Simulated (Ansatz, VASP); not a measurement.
**Two plane-wave programs on VSe2**

```
V Se
1.0
     3.25089    0.00000    0.00000
    -1.62544    2.81535    0.00000
     0.00000    0.00000    5.96818
V Se
1 2
Direct
  0.00000 0.00000 0.00000
  0.33333 0.66667 0.26077
  0.66667 0.33333 0.73923
```

Alike in both runs: functional LDA; k mesh 10 × 10 × 5; collinear spin.

Ansatz relaxed the structure, and its values are those at the end. VASP's run is a single point on that final structure, the one shown.

|  | VASP | Ansatz |
| --- | --- | --- |
| version | VASP 6.6.1 | Ansatz 0.2.0 |
| potentials or method | VASP PAW LDA potentials, release 64 (V_sv, Se) | plane waves, PAW |
| plane-wave cutoff (eV) | 520 | 420 |
| occupations | methfessel-paxton of order 1, width 0.15 eV | cold, width 0.15 eV |
| valence electrons in the cell | 25 | 45 |

```tsv
	VASP	Ansatz	Ansatz less VASP
pressure (GPa)	0.4	0.0	-0.37
rms of the force components (eV/Å)	0.019	0.000	-0.0193
net moment per atom (μB)	0.00	0.00	0.000
```

LDA's correlation is that of Perdew and Zunger in VASP and of Perdew and Wang (1992) in Ansatz. VASP's potentials hold 25 valence electrons a cell and Ansatz's 45, so a difference there can come from the potentials and not from the codes. Ansatz's warnings: seeded moment not kept.
